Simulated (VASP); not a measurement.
# GaN (R3m) in VASP: single point with PBEsol

Aim: the single point of GaN with PBEsol.

All numbers are computed with VASP 6.6.1; they aren't measurements. Logs are shortened: lines on timing, memory, paths and dates and some standing lists are left out, and cuts for length are marked.

### Step 1. The cell of the first run

It takes space group R3m (No. 160, trigonal). Conventional cell: a = 3.133 Å, b = 3.133 Å, c = 7.845 Å, α = 90.00°, β = 90.00°, γ = 120.00°. Ga (site symmetry 3m) has 4 N at 1.93 to 1.94 Å within 2.6 Å. Within 2.6 Å of N (site symmetry 3m) lie 4 Ga at 1.93 to 1.94 Å.

### Step 2. Single point, PBEsol

INCAR

```
SYSTEM = GaN
  PREC = Accurate
  ENCUT = 600
  EDIFF = 1E-6
  ISMEAR = 0
  SIGMA = 0.01
  LREAL = .False.
  LASPH = .True.
  NELM = 120
  ALGO = Normal
  ISIF = 2
  LWAVE = .False.
  LCHARG = .False.
  GGA = PS
  NBANDS = 16
  GGA_COMPAT = .False.
```

KPOINTS

```
regular mesh
0
Gamma
  6 6 6
  0 0 0
```

POSCAR

```
GaN
1.0
    0.0327543907      2.2481680726      2.2481680726
    2.2481680726      0.0327543907      2.2481680726
    2.2481680726      2.2481680726      0.0327543907
Ga N
1 1
Direct
    0.0011624812      0.0011624812      0.0011624812
    0.2488375188      0.2488375188      0.2488375188
```

Potentials or basis: VASP PAW PBE potentials, release 64 (Ga_d, N).

Run with:

```bash
$ cat potpaw_PBE.64/Ga_d/POTCAR potpaw_PBE.64/N/POTCAR > POTCAR
$ mpirun -np 1 vasp_std > vasp.out
```

OUTCAR:

```text
SYSTEM = GaN
   PREC = Accurate
   ENCUT = 600
   EDIFF = 1E-6
   ISMEAR = 0
   LREAL = .False.
   LASPH = .True.
   NELM = 120
   ISIF = 2
   GGA = PS

 ion  position               nearest neighbor table
   1  0.001  0.001  0.001-   2 1.93   2 1.93   2 1.93   2 1.94
   2  0.249  0.249  0.249-   1 1.93   1 1.93   1 1.93   1 1.94

  LATTYP: Found a trigonal (rhomboedric) cell.
 ALAT       =     3.1795584938
 COS(alpha) =     0.5145147621

  Lattice vectors:

 A1 = (   0.0327543907,   2.2481680726,   2.2481680726)
 A2 = (   2.2481680726,   0.0327543907,   2.2481680726)
 A3 = (   2.2481680726,   2.2481680726,   0.0327543907)

Analysis of symmetry for initial positions (statically):
=====================================================================
 Subroutine PRICEL returns:
 Original cell was already a primitive cell.

 Routine SETGRP: Setting up the symmetry group for a
 trigonal (rhombohedral) supercell.

 Subroutine GETGRP returns: Found  6 space group operations
 (whereof  6 operations were pure point group operations)
 out of a pool of 12 trial point group operations.

The static configuration has the point symmetry C_3v.

Analysis of symmetry for dynamics (positions and initial velocities):
=====================================================================
 Subroutine PRICEL returns:
 Original cell was already a primitive cell.

 Routine SETGRP: Setting up the symmetry group for a
 trigonal (rhombohedral) supercell.

 Subroutine GETGRP returns: Found  6 space group operations
 (whereof  6 operations were pure point group operations)
 out of a pool of 12 trial point group operations.

The dynamic configuration has the point symmetry C_3v.

 Subroutine INISYM returns: Found  6 space group operations
 (whereof  6 operations are pure point group operations),
 and found     1 'primitive' translations

----------------------------------------------------------------------------------------

                                     Primitive cell

  volume of cell :      22.2290

  direct lattice vectors                    reciprocal lattice vectors
     0.032754391  2.248168073  2.248168073    -0.227323685  0.224059282  0.224059282
     2.248168073  0.032754391  2.248168073     0.224059282 -0.227323685  0.224059282
     2.248168073  2.248168073  0.032754391     0.224059282  0.224059282 -0.227323685

  length of vectors
     3.179558494  3.179558494  3.179558494     0.389975873  0.389975873  0.389975873

  position of ions in fractional coordinates (direct lattice)
     0.001162481  0.001162481  0.001162481
     0.248837519  0.248837519  0.248837519

  ion indices of the primitive-cell ions
   primitive index   ion index
                 1           1
                 2           2

----------------------------------------------------------------------------------------

 KPOINTS: regular mesh

Automatic generation of k-mesh.
 Grid dimensions read from file:
 generate k-points for:    6    6    6

 Generating k-lattice:

  Cartesian coordinates                     Fractional coordinates (reciprocal lattice)
    -0.037887281  0.037343214  0.037343214     0.166666667  0.000000000  0.000000000
     0.037343214 -0.037887281  0.037343214     0.000000000  0.166666667  0.000000000
     0.037343214  0.037343214 -0.037887281     0.000000000  0.000000000  0.166666667

  Length of vectors
     0.064995979  0.064995979  0.064995979

  Shift w.r.t. Gamma in fractional coordinates (k-lattice)
     0.000000000  0.000000000  0.000000000

 Subroutine IBZKPT returns following result:
 ===========================================

 Found     32 irreducible k-points:

 Following reciprocal coordinates:
            Coordinates               Weight
  0.000000  0.000000  0.000000      1.000000
  0.166667  0.000000 -0.000000      6.000000
  0.333333  0.000000  0.000000      6.000000
  0.500000  0.000000  0.000000      3.000000
  0.166667  0.166667 -0.000000      6.000000
  0.333333  0.166667 -0.000000     12.000000
[... 16 lines left out ...]
  0.500000  0.500000  0.166667      6.000000
 -0.333333  0.500000  0.166667     12.000000
 [... further k-points ...]
   k-points           NKPTS =     32   k-points in BZ     NKDIM =     32   number of bands    NBANDS=     16
   number of dos      NEDOS =    301   number of ions     NIONS =      2
   total plane-waves  NPLWV =  21952
   dimension x,y,z NGX =    28 NGY =   28 NGZ =   28
   dimension x,y,z NGXF=    56 NGYF=   56 NGZF=   56
   ions per type =               1   1
   NGX,Y,Z   is equivalent  to a cutoff of  14.64, 14.64, 14.64 a.u.
   NGXF,Y,Z  is equivalent  to a cutoff of  29.28, 29.28, 29.28 a.u.
 SYSTEM =  GaN
   PREC   = accura    normal or accurate (medium, high low for compatibility)
   ISTART =      0    job   : 0-new  1-cont  2-samecut
   ICHARG =      2    charge: 1-file 2-atom 10-const
   ISPIN  =      1    spin polarized calculation?
   LNONCOLLINEAR =      F non collinear calculations
   LSORBIT =      F    spin-orbit coupling
   LASPH  =      T    aspherical Exc in radial PAW
   ENCUT  =  600.0 eV  44.10 Ry    6.64 a.u.   6.35  6.35  6.35*2*pi/ulx,y,z
   NELM   =    120;   NELMIN=  2; NELMDL= -5     # of ELM steps
   EDIFF  = 0.1E-05   stopping-criterion for ELM
   LREAL  =      F    real-space projection
   EDIFFG = 0.1E-04   stopping-criterion for IOM
   NSW    =      0    number of steps for IOM
   IBRION =     -1    ionic relax: 0-MD 1-quasi-New 2-CG
   NFREE  =      0    steps in history (QN), initial steepest desc. (CG)
   ISIF   =      2    stress and relaxation
   ISYM   =      2    0-nonsym 1-usesym 2-fastsym
   POTIM  = 0.5000    time-step for ionic-motion
   TEBEG  =    0.0;   TEEND  =   0.0 temperature during run
   PSTRESS=    0.0 pullay stress
   NELECT =      18.0000    total number of electrons
   NUPDOWN=      -1.0000    fix difference up-down
   EMIN   =  10.00;   EMAX   =-10.00  energy-range for DOS
   EFERMI =   0.00;   METHOD = LEGACY
   ISMEAR =     0;   SIGMA  =   0.01  broadening in eV -4-tet -1-fermi 0-gaus
   EFERMI_NEDOS =   21; number of points for ismear=-14 and -15
   IALGO  =     38    algorithm
   IMIX   =      4    mixing-type and parameters
     AMIX     =   0.40;   BMIX     =  1.00
     AMIX_MAG =   1.60;   BMIX_MAG =  1.00
  volume/ion in A,a.u.               =      11.11        75.00
  Fermi-wavevector in a.u.,A,eV,Ry     =   1.525898  2.883529 31.679316  2.328364
  Thomas-Fermi vector in A             =   2.634005
   LORBIT       =      0    0 simple, 1 ext, 2 COOP (PROOUT), +10 PAW based schemes
   GGA     = PS    functional components
   LHFCALC =     F    Hartree Fock is set to
   AEXX    =    0.0000 exact exchange contribution
   IVDW    =     0    specifies the selected vdW correction
   LEPSILON=     F    determine dielectric tensor
   LRPA    =     F    only Hartree local field effects (RPA)
 non-spin polarized calculation
 Gauss-broadening in eV      SIGMA  =   0.01
  energy-cutoff  :      600.00
  volume of cell :       22.23
 maximum number of plane-waves:       757
 NGX is ok and might be reduce to    28
   NGX = 13   NGY = 13   NGZ = 13

 number of electron      17.9999999 magnetization

 Free energy of the ion-electron system (eV)
  ---------------------------------------------------
  ext. energy  EPLUGINS =         0.00000000
  ---------------------------------------------------
  free energy    TOTEN  =       -13.10567835 eV

  energy without entropy =      -13.10567835  energy(sigma->0) =      -13.10567835

 E-fermi :   5.5819     XC(G=0): -12.0592

 val. band max:        5.5320316515   @ k =   0.0000   0.0000   0.0000
 cond. band min:       7.3317673457   @ k =   0.0000   0.0000   0.0000
 fundamental gap:      1.7997356942
 Fermi energy:         5.5819469908

 k-point     1 :       0.0000    0.0000    0.0000
  band No.  band energies     occupation
      1     -10.7117      2.00000
      2      -7.9679      2.00000
      3      -7.9591      2.00000
      4      -7.9591      2.00000
      5      -7.6063      2.00000
      6      -7.6063      2.00000
[... 8 lines left out ...]
     15      24.2752      0.00000
     16      24.4694      0.00000

 k-point     2 :       0.1667    0.0000   -0.0000
  band No.  band energies     occupation
      1     -10.3975      2.00000
      2      -7.9287      2.00000
      3      -7.9201      2.00000
      4      -7.8421      2.00000
      5      -7.6094      2.00000
      6      -7.6079      2.00000
[... 8 lines left out ...]
     15      22.3132      0.00000
     16      22.5732      0.00000

 k-point     3 :       0.3333    0.0000    0.0000
  band No.  band energies     occupation
      1      -9.8536      2.00000
      2      -7.8781      2.00000
      3      -7.8690      2.00000
      4      -7.5875      2.00000
      5      -7.5814      2.00000
      6      -7.1748      2.00000
[... 8 lines left out ...]
     15      22.9535      0.00000
     16      23.5614      0.00000

 k-point     4 :       0.5000    0.0000    0.0000
  band No.  band energies     occupation
      1      -9.6697      2.00000
      2      -7.8691      2.00000
      3      -7.8599      2.00000
      4      -7.5583      2.00000
      5      -7.5501      2.00000
      6      -6.3242      2.00000
[... 8 lines left out ...]
     15      25.0285      0.00000
     16      25.7394      0.00000

 k-point     5 :       0.1667    0.1667   -0.0000
  band No.  band energies     occupation
      1     -10.3011      2.00000
      2      -7.8882      2.00000
      3      -7.8848      2.00000
      4      -7.8665      2.00000
      5      -7.6217      2.00000
      6      -7.5853      2.00000
[... 8 lines left out ...]
     15      26.1057      0.00000
     16      26.2213      0.00000

 k-point     6 :       0.3333    0.1667   -0.0000
  band No.  band energies     occupation
      1      -9.8519      2.00000
      2      -7.8563      2.00000
      3      -7.8200      2.00000
      4      -7.7097      2.00000
      5      -7.5627      2.00000
      6      -7.2759      2.00000
[... 8 lines left out ...]
     15      25.1371      0.00000
     16      25.5654      0.00000

 k-point     7 :       0.5000    0.1667   -0.0000
  band No.  band energies     occupation
      1      -9.6072      2.00000
      2      -7.8556      2.00000
      3      -7.8037      2.00000
      4      -7.6307      2.00000
      5      -7.5528      2.00000
      6      -6.2614      2.00000
[... 8 lines left out ...]
     15      25.0664      0.00000
     16      25.9262      0.00000

 k-point     8 :      -0.3333    0.1667   -0.0000
  band No.  band energies     occupation
      1      -9.6549      2.00000
      2      -7.8563      2.00000
      3      -7.8188      2.00000
      4      -7.6061      2.00000
      5      -7.5996      2.00000
      6      -6.5476      2.00000
[... 8 lines left out ...]
     15      22.9242      0.00000
     16      25.6384      0.00000

 k-point     9 :      -0.1667    0.1667    0.0000
  band No.  band energies     occupation
      1     -10.0096      2.00000
      2      -7.8792      2.00000
      3      -7.8734      2.00000
      4      -7.6587      2.00000
      5      -7.6328      2.00000
      6      -7.4501      2.00000
[... 8 lines left out ...]
     15      22.4926      0.00000
     16      25.5507      0.00000
[... 172 lines left out ...]
 k-point    19 :       0.3333    0.3333    0.1667
  band No.  band energies     occupation
      1      -9.8647      2.00000
      2      -7.8589      2.00000
      3      -7.8234      2.00000
      4      -7.7085      2.00000
      5      -7.5626      2.00000
      6      -7.2974      2.00000
[... 8 lines left out ...]
     15      25.3640      0.00000
     16      25.7820      0.00000

 k-point    20 :       0.5000    0.3333    0.1667
  band No.  band energies     occupation
      1      -9.6032      2.00000
      2      -7.8151      2.00000
      3      -7.7944      2.00000
      4      -7.6727      2.00000
      5      -7.5675      2.00000
      6      -6.5343      2.00000
[... 8 lines left out ...]
     15      25.5638      0.00000
     16      28.1421      0.00000

 k-point    21 :      -0.3333    0.3333    0.1667
  band No.  band energies     occupation
      1      -9.5108      2.00000
      2      -7.8313      2.00000
      3      -7.7579      2.00000
      4      -7.6332      2.00000
      5      -7.5800      2.00000
      6      -5.8244      2.00000
[... 8 lines left out ...]
     15      24.5373      0.00000
     16      28.4333      0.00000

 k-point    22 :      -0.1667    0.3333    0.1667
  band No.  band energies     occupation
      1      -9.5947      2.00000
      2      -7.8129      2.00000
      3      -7.7936      2.00000
      4      -7.6750      2.00000
      5      -7.5663      2.00000
      6      -6.4866      2.00000
[... 8 lines left out ...]
     15      25.5332      0.00000
     16      28.2572      0.00000

 k-point    23 :       0.5000    0.5000    0.1667
  band No.  band energies     occupation
      1      -9.5095      2.00000
      2      -7.8417      2.00000
      3      -7.6822      2.00000
      4      -7.6822      2.00000
      5      -7.5418      2.00000
      6      -6.1178      2.00000
[... 8 lines left out ...]
     15      28.2719      0.00000
     16      28.2921      0.00000

 k-point    24 :      -0.3333    0.5000    0.1667
  band No.  band energies     occupation
      1      -9.4697      2.00000
      2      -7.8258      2.00000
      3      -7.7363      2.00000
      4      -7.6168      2.00000
      5      -7.5633      2.00000
      6      -5.6830      2.00000
[... 8 lines left out ...]
     15      26.2956      0.00000
     16      28.8548      0.00000

 [... further k-points ...]

------------------------ aborting loop because EDIFF is reached ----------------------------------------

  FORCE on cell =-STRESS in cart. coord.  units (eV):
  Direction    XX          YY          ZZ          XY          YZ          ZX
  --------------------------------------------------------------------------------------
  -------------------------------------------------------------------------------------
  Total        0.5755020      0.5755020      0.5755020     -0.3233127     -0.3233127     -0.3233127
  in kB       41.4798109     41.4798109     41.4798109    -23.3030429    -23.3030429    -23.3030429
  external PRESSURE =      41.4798109 kB  Pullay stress =       0.0000000 kB

 VOLUME and BASIS-vectors are now :
 -----------------------------------------------------------------------------
  energy-cutoff  :      600.00
  volume of cell :       22.23
      direct lattice vectors                 reciprocal lattice vectors
     0.032754391  2.248168073  2.248168073    -0.227323685  0.224059282  0.224059282
     2.248168073  0.032754391  2.248168073     0.224059282 -0.227323685  0.224059282
     2.248168073  2.248168073  0.032754391     0.224059282  0.224059282 -0.227323685

 POSITION                                       TOTAL-FORCE (eV/Angst)
 -----------------------------------------------------------------------------------
      0.00526      0.00526      0.00526        -0.001803     -0.001803     -0.001803
      1.12701      1.12701      1.12701         0.001803      0.001803      0.001803
 -----------------------------------------------------------------------------------
    total drift:                                0.000049      0.000049      0.000050

  FREE ENERGIE OF THE ION-ELECTRON SYSTEM (eV)
  ---------------------------------------------------
  free  energy   TOTEN  =       -13.1056783542 eV

  energy  without entropy=      -13.1056783542  energy(sigma->0) =      -13.10567835
```

Run time: 17 s. Hardware: 1 thread of AMD EPYC 7R13 (Zen 3), shared host; peak memory 0.13 GiB.

What came out:

```
Free energy            : -13.1057 eV
Pressure               : 4.1 GPa
Largest force          : 0.003 eV/Å
Band gap on the k mesh : 1.80 eV
```

Forces on the atoms (eV/Å):
```
Ga  -0.002 -0.002 -0.002
N    0.002  0.002  0.002
```

Levels at points of the mesh, in eV from the valence-band top:
| k point | band 6 | band 7 | band 8 | band 9 | band 10 | band 11 | band 12 | band 13 |
| --- | --- | --- | --- | --- | --- | --- | --- | --- |
| (0.00, 0.00, 0.00) | -13.14 | -0.16 | 0.00 | 0.00 | 1.80 | 10.01 | 10.50 | 10.50 |
| (0.50, 0.00, 0.00) | -11.86 | -7.33 | -1.16 | -1.04 | 4.63 | 8.73 | 10.24 | 10.33 |
| (0.50, 0.50, 0.00) | -11.46 | -6.36 | -3.00 | -2.78 | 3.16 | 6.69 | 11.71 | 14.09 |
| (0.50, 0.50, 0.50) | -11.97 | -7.46 | -0.97 | -0.97 | 4.91 | 8.63 | 10.60 | 10.60 |

Caveat: the cell stands under pressure; the PAW data sets were made with another functional, which shifts forces and pressure a little.
